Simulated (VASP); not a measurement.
Wanted: the native input for a VASP 6.6.1 run.

- Task: G0W0 quasiparticle levels
- Functional: PBE
- Potentials or basis: VASP PAW PBE potentials, release 64 (B_GW, N_GW)
- Cutoff: 500 eV
- k mesh: 2 × 2 × 2
- Occupations: gaussian, width 0.01 eV
- Spin: no spin polarisation
- Dipole correction: no
- GW scheme: G0W0
- GW iterations: 1
- Cutoff of the response function: 180
- Frequency points: 48
- Empty bands: 115
- Further INCAR settings: ALGO = EVGW0; EDIFF = 1e-08; NBANDS = 119

The system is BN.

```
B N
1.0
     0.00000    1.80800    1.80800
     1.80800    0.00000    1.80800
     1.80800    1.80800    0.00000
B N
1 1
Direct
  0.00000 0.00000 0.00000
  0.25000 0.25000 0.25000
```

These files were run (other wordings do the same):

POSCAR

```
BN
1.0
    0.0000000000      1.8080000000      1.8080000000
    1.8080000000      0.0000000000      1.8080000000
    1.8080000000      1.8080000000      0.0000000000
B N
1 1
Direct
    0.0000000000      0.0000000000      0.0000000000
    0.2500000000      0.2500000000      0.2500000000
```

INCAR.step1

```
SYSTEM = BN
ALGO = Normal ; EDIFF = 1E-8
ENCUT = 500 ; GGA = PE
ISMEAR = 0 ; LASPH = .TRUE.
LCHARG = .FALSE. ; LREAL = .FALSE.
LWAVE = .TRUE. ; NELM = 60
PREC = Accurate ; SIGMA = 0.01
```

INCAR.step2

```
SYSTEM = BN
ALGO = Exact ; EDIFF = 1E-8
ENCUT = 500 ; GGA = PE
ISMEAR = 0 ; ISTART = 1
LASPH = .TRUE. ; LCHARG = .FALSE.
LOPTICS = .TRUE. ; LREAL = .FALSE.
LWAVE = .TRUE. ; NBANDS = 119
NELM = 1 ; PREC = Accurate
SIGMA = 0.01
```

INCAR.step3

```
SYSTEM = BN
ALGO = EVGW0 ; EDIFF = 1E-8
ENCUT = 500 ; ENCUTGW = 180.0
GGA = PE ; ISMEAR = 0
ISTART = 1 ; LASPH = .TRUE.
LCHARG = .FALSE. ; LREAL = .FALSE.
LWAVE = .FALSE. ; NBANDS = 119
NBANDSGW = 12 ; NELMGW = 1
NOMEGA = 48 ; PREC = Accurate
PRECFOCK = Fast ; SIGMA = 0.01
```

KPOINTS

```
k-points
0
G
  2 2 2
  0 0 0
```

Potentials or basis: VASP PAW PBE potentials, release 64 (B_GW, N_GW).

The run is started by

```sh
$ cat potpaw_PBE.64/B_GW/POTCAR potpaw_PBE.64/N_GW/POTCAR > POTCAR
$ cp INCAR.step1 INCAR
$ mpirun -np 1 vasp_std > vasp.out
$ cp INCAR.step2 INCAR
$ mpirun -np 1 vasp_std > vasp.out
$ cp INCAR.step3 INCAR
$ mpirun -np 1 vasp_std > vasp.out
```

Results of the run:

| Quantity | Value |
| --- | --- |
| Band gap on the k mesh, mean-field level | 4.09 eV, indirect (least direct gap 8.39 eV) |
| Quasiparticle gap | 5.19 eV |
| Least direct quasiparticle gap | 10.19 eV |

Caveat: the k points lie up to 1.50 Å⁻¹ apart; bands, screening cutoff and mesh are small and nothing is extrapolated, so the quasiparticle values aren't converged.

Wall time 5.5 s on 1 thread of Intel Xeon 6975P-C, with other jobs on the host, peak memory 0.12 GiB.
